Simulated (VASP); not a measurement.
Wanted: the native input for a VASP 6.6.1 run.

```yaml
Task: single point
Functional: r2SCAN
Potentials_or_basis: VASP PAW PBE potentials, release 64 (K_sv, Cl)
Cutoff: 520 eV
k_mesh: 6 × 6 × 6
Occupations: gaussian, width 0.05 eV
Spin: no spin polarisation
Dipole_correction: no
Further_INCAR_settings: ALGO = Normal; EDIFF = 1e-07; NBANDS = 15
```

Crystal: KCl.

```
CELL_PARAMETERS angstrom
0.00000 3.21922 3.15610
3.15610 0.00000 3.15610
3.15610 3.21922 0.00000
ATOMIC_POSITIONS crystal
K 0.00000 0.00000 0.00000
Cl 0.50000 0.50000 0.50000
```

This cell differs from its parent crystal: strain +0.0200 x Voigt [0, 1, 0, 0, 0, 0].

One way to write it, as run:

POSCAR

```
KCl
1.0
    0.0000000000      3.2192220000      3.1561000000
    3.1561000000      0.0000000000      3.1561000000
    3.1561000000      3.2192220000      0.0000000000
K Cl
1 1
Direct
    0.0000000000      0.0000000000      0.0000000000
    0.5000000000      0.5000000000      0.5000000000
```

INCAR.step1

```
ALGO = Normal
EDIFF = 1E-4
ENCUT = 520
GGA = PE
ISMEAR = 0
LASPH = True
LCHARG = False
LREAL = False
LWAVE = True
NBANDS = 15
NELM = 60
PREC = Accurate
SIGMA = 0.05
```

INCAR.step2

```
ALGO = Normal
EDIFF = 1E-7
ENCUT = 520
ISIF = 2
ISMEAR = 0
ISTART = 1
LASPH = True
LCHARG = False
LMIXTAU = True
LREAL = False
LWAVE = False
METAGGA = R2SCAN
NBANDS = 15
NELM = 60
PREC = Accurate
SIGMA = 0.05
```

KPOINTS

```
k-points
0
Gamma
  6 6 6
```

Potentials or basis: VASP PAW PBE potentials, release 64 (K_sv, Cl).

Run with:

```bash
$ cat potpaw_PBE.64/K_sv/POTCAR potpaw_PBE.64/Cl/POTCAR > POTCAR
$ cp INCAR.step1 INCAR
$ mpirun -np 1 vasp_std > vasp.out
$ cp INCAR.step2 INCAR
$ mpirun -np 1 vasp_std > vasp.out
```

Results of the run:

* Pressure: -0.5 GPa
* Band gap on the k mesh: 5.72 eV

Caveat: the cell differs from its parent crystal (strain +0.0200 x Voigt [0, 1, 0, 0, 0, 0]); the PAW data sets were made with another functional, which shifts forces and pressure a little.

Wall time 65 s on 1 thread of Intel(R) Xeon(R) 6975P-C (Granite Rapids) (shared host), peak memory 0.23 GiB.
